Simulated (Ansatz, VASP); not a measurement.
**In in VASP and in Ansatz**

```xyz
4
Lattice="3.3861 0.0000 0.0000 -1.6931 2.9325 0.0000 0.0000 0.0000 10.8712" Properties=species:S:1:pos:R:3 pbc="T T T"
In    1.6931    0.9775    8.1534
In    0.0000    0.0000    5.4356
In    0.0000    1.9550    2.7178
In    0.0000    0.0000    0.0000
```

Change from the starting cell: volume scaled by 1.02.

Alike in both runs: task single point; functional PBEsol; k mesh 9 × 9 × 3; occupations fermi-dirac, width 0.05 eV; no spin polarisation.

|  | VASP | Ansatz |
| --- | --- | --- |
| version | VASP 6.6.1 | Ansatz 0.2.0 |
| potentials or method | VASP PAW PBE potentials, release 64 (In_d), cutoff 520 eV | all-electron LAPW, scalar-relativistic |

Ansatz gave:

| Quantity | Value |
| --- | --- |
| gap on the k mesh at the Fermi level (eV) | none |
| pressure (GPa) | -2.0 |
| traceless stress, the component that is largest in VASP (GPa) | 0.39 |

**Question.** Estimate VASP's values.

**Answer.** gap on the k mesh at the Fermi level (eV): none; pressure (GPa): -2.1; traceless stress, the component that is largest in VASP (GPa): 0.40.

VASP's potentials were made for PBE, not for PBEsol. A gap of «none» marks a metal or a gap that the smearing closes. Ansatz ran all-electron here, and VASP with PAW potentials.
